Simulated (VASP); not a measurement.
# Al in VASP: single point with LDA

Aim: the single point of Al with LDA.

All numbers are computed with VASP 6.6.1; they aren't measurements. Logs are shortened: lines on timing, memory, paths and dates and some standing lists are left out, and cuts for length are marked.

## 1. The cell of the first run

The cell holds a slab with vacuum, 23 atoms: a = 5.725 Å, b = 8.096 Å, c = 27.156 Å, α = 90.00°, β = 90.00°, γ = 90.00°.

## 2. Single point, LDA (atoms taken out, then relaxed in part)

Input file INCAR:

```
ALGO = Normal ; DIPOL = 0.5 0.5 0.491
EDIFF = 1E-7 ; ENCUT = 520
IDIPOL = 3 ; ISIF = 2
ISMEAR = 0 ; LASPH = T
LCHARG = T ; LDIPOL = T
LELF = T ; LREAL = Auto
LVACPOTAV = T ; LVHAR = T
LWAVE = F ; NBANDS = 52
NELM = 60 ; PREC = Accurate
SIGMA = 0.1
```

Input file KPOINTS:

```
k-points
0
Gamma
  5 3 1
```

Input file POSCAR:

```
Al
1.0
    5.7246799400      0.0000000000      0.0000000000
    0.0000000000      8.0959200000      0.0000000000
    0.0000000000      0.0000000000     27.1558496683
Al
23
Direct
    0.2500000000      0.2500000000      0.3682447842
    0.2500000000      0.7500000000      0.3682447842
    0.7500000000      0.2500000000      0.3682447842
    0.7500000000      0.7500000000      0.3682447842
    0.0000000000      0.0000000000      0.4209468686
    0.0000000000      0.5000000000      0.4209468686
    0.5000000000      0.0000000000      0.4209468686
    0.5000000000      0.5000000000      0.4209468686
    0.2500000000      0.2500000000      0.4736489531
    0.2500000000      0.7500000000      0.4736489531
    0.7500000000      0.2500000000      0.4736489531
    0.7500000000      0.7500000000      0.4736489531
    0.0000000000      0.0000000000      0.5252599032
    0.0000000000      0.5000000000      0.5195210997
    0.5000000000      0.0000000000      0.5202459538
    0.5000000000      0.5000000000      0.5209331131
    0.2450991545      0.2415545152      0.5757689863
    0.2450991545      0.7584454848      0.5757689863
    0.7549008455      0.2415545152      0.5757689863
    0.7549008455      0.7584454848      0.5757689863
    0.0000000000      0.5000000000      0.6174548445
    0.5000000000      0.0000000000      0.6181983695
    0.5000000000      0.5000000000      0.6178812217
```

Potentials or basis: VASP PAW LDA potentials, release 64 (Al).

On the command line:

```sh
$ cat potpaw_LDA.64/Al/POTCAR > POTCAR
$ mpirun -np 1 vasp_std > vasp.out
```

OUTCAR:

```text
EDIFF = 1E-7
   ENCUT = 520
   ISIF = 2
   ISMEAR = 0
   LASPH = T
   LREAL = Auto
   NELM = 60
   PREC = Accurate

 ion  position               nearest neighbor table
   1  0.250  0.250  0.368-   9 2.86   6 2.86   7 2.86   8 2.86   5 2.86   3 2.86   3 2.86
   2  0.250  0.750  0.368-  10 2.86   6 2.86   7 2.86   8 2.86   5 2.86   4 2.86   4 2.86
   3  0.750  0.250  0.368-  11 2.86   6 2.86   7 2.86   8 2.86   5 2.86   1 2.86   1 2.86
   4  0.750  0.750  0.368-  12 2.86   6 2.86   7 2.86   8 2.86   5 2.86   2 2.86   2 2.86
   5  0.000  0.000  0.421-  13 2.83   2 2.86   3 2.86   4 2.86   1 2.86  10 2.86  11 2.86  12 2.86
                             9 2.86   7 2.86   7 2.86
   6  0.000  0.500  0.421-  14 2.68   2 2.86   3 2.86   4 2.86   1 2.86  10 2.86  11 2.86  12 2.86
                             9 2.86   8 2.86   8 2.86
   7  0.500  0.000  0.421-  15 2.70   2 2.86   3 2.86   4 2.86   1 2.86  10 2.86  11 2.86  12 2.86
                             9 2.86   5 2.86   5 2.86
   8  0.500  0.500  0.421-  16 2.72   2 2.86   3 2.86   4 2.86   1 2.86  10 2.86  11 2.86  12 2.86
                             9 2.86   6 2.86   6 2.86
   9  0.250  0.250  0.474-  17 2.77  14 2.77  15 2.78  16 2.79  13 2.85   1 2.86   6 2.86   7 2.86
                             8 2.86   5 2.86  11 2.86  11 2.86
  10  0.250  0.750  0.474-  18 2.77  14 2.77  15 2.78  16 2.79  13 2.85   2 2.86   6 2.86   7 2.86
                             8 2.86   5 2.86  12 2.86  12 2.86
  11  0.750  0.250  0.474-  19 2.77  14 2.77  15 2.78  16 2.79  13 2.85   3 2.86   6 2.86   7 2.86
[... 5 lines left out ...]
  14  0.000  0.500  0.520-  21 2.66   6 2.68  10 2.77  11 2.77  12 2.77   9 2.77  16 2.86  16 2.86
                            19 2.95  20 2.95  17 2.95  18 2.95
  15  0.500  0.000  0.520-  22 2.66   7 2.70  10 2.78  11 2.78  12 2.78   9 2.78  13 2.87  13 2.87
                            19 2.87  20 2.87  17 2.87  18 2.87
  16  0.500  0.500  0.521-  23 2.63   8 2.72  10 2.79  11 2.79  12 2.79   9 2.79  14 2.86  14 2.86
                            19 2.95  20 2.95  17 2.95  18 2.95
  17  0.245  0.242  0.576-  22 2.70  21 2.76  13 2.77   9 2.77  23 2.80  19 2.81  15 2.87  19 2.92
                            14 2.95  16 2.95
  18  0.245  0.758  0.576-  22 2.70  21 2.76  13 2.77  10 2.77  23 2.80  20 2.81  15 2.87  20 2.92
                            14 2.95  16 2.95
  19  0.755  0.242  0.576-  22 2.70  21 2.76  13 2.77  11 2.77  23 2.80  17 2.81  15 2.87  17 2.92
                            14 2.95  16 2.95
  20  0.755  0.758  0.576-  22 2.70  21 2.76  13 2.77  12 2.77  23 2.80  18 2.81  15 2.87  18 2.92
                            14 2.95  16 2.95
  21  0.000  0.500  0.617-  14 2.66  17 2.76  18 2.76  19 2.76  20 2.76  23 2.86  23 2.86
  22  0.500  0.000  0.618-  15 2.66  17 2.70  18 2.70  19 2.70  20 2.70
  23  0.500  0.500  0.618-  16 2.63  17 2.80  18 2.80  19 2.80  20 2.80  21 2.86  21 2.86

  LATTYP: Found a simple orthorhombic cell.
 ALAT       =     5.7246799400
 B/A-ratio  =     1.4142135604
 C/A-ratio  =     4.7436450514

  Lattice vectors:

 A1 = (   5.7246799400,   0.0000000000,   0.0000000000)
 A2 = (   0.0000000000,   8.0959200000,   0.0000000000)
 A3 = (   0.0000000000,   0.0000000000,  27.1558496683)

Analysis of symmetry for initial positions (statically):
[... 172 lines left out ...]
   LORBIT       =      0    0 simple, 1 ext, 2 COOP (PROOUT), +10 PAW based schemes
   GGA     = CA    functional components
   LHFCALC =     F    Hartree Fock is set to
   AEXX    =    0.0000 exact exchange contribution
   IVDW    =     0    specifies the selected vdW correction
   LEPSILON=     F    determine dielectric tensor
   LRPA    =     F    only Hartree local field effects (RPA)
 non-spin polarized calculation
 Gauss-broadening in eV      SIGMA  =   0.10
  energy-cutoff  :      520.00
  volume of cell :     1258.58
 maximum number of plane-waves:     33930
 NGX is ok and might be reduce to    48
   NGX = 21   NGY = 31   NGZ =101

 dipolmoment           0.000000      0.000000     -0.483733 electrons x Angstroem

 number of electron      68.9999999 magnetization

 dipolmoment           0.000000      0.000000      0.019526 electrons x Angstroem

 Free energy of the ion-electron system (eV)
  ---------------------------------------------------
  ext. energy  EPLUGINS =         0.00000000
  ---------------------------------------------------
  free energy    TOTEN  =       -89.33101671 eV

  energy without entropy =      -89.27591143  energy(sigma->0) =      -89.30346407

 E-fermi :  -0.4301     XC(G=0):  -3.8718

 val. band max:       -0.4405543323   @ k =   0.4000   0.3333   0.0000
 cond. band min:      -0.4022208569   @ k =   0.4000   0.0000   0.0000
 fundamental gap:      0.0383334754
 Fermi energy:        -0.4300750589

 k-point     1 :       0.0000    0.0000    0.0000
  band No.  band energies     occupation
      1     -11.2376      2.00000
      2      -9.7658      2.00000
      3      -9.0278      2.00000
      4      -8.9928      2.00000
      5      -7.8706      2.00000
      6      -7.6054      2.00000
[... 283 lines left out ...]
     45       1.4604      0.00000
     46       1.5885      0.00000
 [bands above 46 left out]

------------------------ aborting loop because EDIFF is reached ----------------------------------------

 vacuum level on the upper side and lower side of the slab       (xc-potential included)        -0.086        -0.151

  FORCE on cell =-STRESS in cart. coord.  units (eV):
  Direction    XX          YY          ZZ          XY          YZ          ZX
  --------------------------------------------------------------------------------------
  -------------------------------------------------------------------------------------
  Total       -7.1111225     -8.0026768     -4.9691387      0.0000000      0.0000000      0.0000000
  in kB       -9.0524873    -10.1874396     -6.3257334      0.0000000      0.0000000      0.0000000
  external PRESSURE =      -8.5218868 kB  Pullay stress =       0.0000000 kB

 VOLUME and BASIS-vectors are now :
 -----------------------------------------------------------------------------
  energy-cutoff  :      520.00
  volume of cell :     1258.58
      direct lattice vectors                 reciprocal lattice vectors
     5.724679940  0.000000000  0.000000000     0.174682255  0.000000000  0.000000000
     0.000000000  8.095920000  0.000000000     0.000000000  0.123519007  0.000000000
     0.000000000  0.000000000 27.155849668     0.000000000  0.000000000  0.036824478

 POSITION                                       TOTAL-FORCE (eV/Angst)
 -----------------------------------------------------------------------------------
      1.43117      2.02398     10.00000         0.081501      0.068704      0.576782
      1.43117      6.07194     10.00000         0.081501     -0.068704      0.576782
      4.29351      2.02398     10.00000        -0.081501      0.068704      0.576782
      4.29351      6.07194     10.00000        -0.081501     -0.068704      0.576782
      0.00000      0.00000     11.43117        -0.000000     -0.000000     -0.106766
      0.00000      4.04796     11.43117        -0.000000     -0.000000     -0.435732
[... 15 lines left out ...]
      2.86234      0.00000     16.78770        -0.000000     -0.000000      0.006849
      2.86234      4.04796     16.77909        -0.000000     -0.000000     -0.001300
 -----------------------------------------------------------------------------------
    total drift:                                0.000000     -0.000000      0.009948

  FREE ENERGIE OF THE ION-ELECTRON SYSTEM (eV)
  ---------------------------------------------------
  free  energy   TOTEN  =       -89.3310167066 eV

  energy  without entropy=      -89.2759114325  energy(sigma->0) =      -89.30346407

 vacuum level on the upper side and lower side of the slab         3.653         3.577
```

Wall time 27 min (1 thread of Intel Xeon 8259CL, shared host); peak memory 0.83 GiB.

Results:

| Quantity | Value |
| --- | --- |
| Free energy | -89.3310 eV |
| Largest force | 0.587 eV/Å |
| Band gap on the k mesh | zero (an odd number of electrons rules out a gap without spin polarisation) |
| Work function of the upper face | 4.08 eV |
| Work function of the lower face | 4.01 eV |

Forces in eV/Å, atoms in the order of the input:
```
Al   0.082  0.069  0.577
Al   0.082 -0.069  0.577
Al  -0.082  0.069  0.577
Al  -0.082 -0.069  0.577
Al   0.000  0.000 -0.107
Al   0.000  0.000 -0.436
Al   0.000  0.000 -0.344
Al   0.000  0.000 -0.274
Al   0.005 -0.008 -0.283
Al   0.005  0.008 -0.283
Al  -0.005 -0.008 -0.283
Al  -0.005  0.008 -0.283
Al   0.000  0.000  0.006
Al   0.000  0.000 -0.003
Al   0.000  0.000 -0.016
Al   0.000  0.000  0.000
Al   0.001 -0.012 -0.002
Al   0.001  0.012 -0.002
Al  -0.001 -0.012 -0.002
Al  -0.001  0.012 -0.002
Al   0.000  0.000 -0.001
Al   0.000  0.000  0.007
Al   0.000  0.000 -0.001
```

Levels at points of the mesh, in eV from the Fermi level:
```csv
k point,band 30,band 31,band 32,band 33,band 34,band 35,band 36,band 37,band 38,band 39
"(0.00, 0.00, 0.00)",-1.29,-1.09,-0.87,-0.45,-0.39,-0.24,0.03,0.06,0.11,0.36
```

Caveat: the cell differs from its parent crystal (atoms taken out, then relaxed in part).
